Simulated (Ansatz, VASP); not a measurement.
One calculation of Au, two programs

File INCAR:

```
ALGO = Normal
EDIFF = 1E-6
ENCUT = 520
GGA = RE
ISIF = 2
ISMEAR = -1
LASPH = T
LCHARG = F
LREAL = F
LWAVE = F
NBANDS = 30
NELM = 80
PREC = Accurate
SIGMA = 0.1
```

The input KPOINTS:

```
k-points
0
Gamma
  14 14 4
```

The input POSCAR:

```
Au
1.0
    2.8566594046      0.0000000000      0.0000000000
   -1.4283297023      2.4739396143      0.0000000000
    0.0000000000      0.0000000000      9.5604037338
Au
4
Direct
    0.0000000000      1.0000000000      1.0000000000
    0.0000000000      1.0000000000      0.5000000000
    0.3333333333      0.6666666667      0.2500000000
    0.6666666667      0.3333333333      0.7500000000
```

Input for Ansatz:

```yaml
crystal:
  lattice:
    - [2.8566594046, 0.0, 0.0]
    - [-1.4283297023, 2.4739396143, 0.0]
    - [0.0, 0.0, 9.5604037338]
  atoms:
    - { symbol: Au, position: [0.0, 1.0, 1.0] }
    - { symbol: Au, position: [0.0, 1.0, 0.5] }
    - { symbol: Au, position: [0.3333333333, 0.6666666667, 0.25] }
    - { symbol: Au, position: [0.6666666667, 0.3333333333, 0.75] }
hamiltonian:
  xc: revpbe
  pseudopotentials:
    kind: paw
    azcp:
      Au: "pseudopotentials/Au.paw.azcp"
basis:
  ecutwfc: 420
  fft_grid_basis: typed
kpoints:
  mp_grid: { grid: [14, 14, 4], shift: [0, 0, 0] }
magnetization:
  spin_polarized: false
scf:
  occupations: { method: fermi_dirac, width: 0.1 }
  lower_state_search: "off"
output:
  stress: true
```

Alike in both runs: task single point; functional revPBE; k mesh 14 × 14 × 4; occupations fermi-dirac, width 0.1 eV; no spin polarisation.

|  | VASP | Ansatz |
| --- | --- | --- |
| version | VASP 6.6.1 | Ansatz 0.2.0 |
| potentials or method | VASP PAW PBE potentials, release 64 (Au), cutoff 520 eV | plane waves (420 eV) with PAW, scalar-relativistic |
| valence electrons in the cell | 44 | 76 |

Ansatz gave:

- pressure (GPa): 13.5
- traceless stress, the component that is largest in VASP (GPa): -1.01

Problem. Which values does VASP return?

Solution. Pressure (GPa): 13.2; traceless stress, the component that is largest in VASP (GPa): -1.02.

VASP's potentials were made for PBE, not for revPBE. VASP's potentials hold 44 valence electrons a cell and Ansatz's 76, so a difference there can come from the potentials and not from the codes.

Spin-orbit coupling is off throughout.
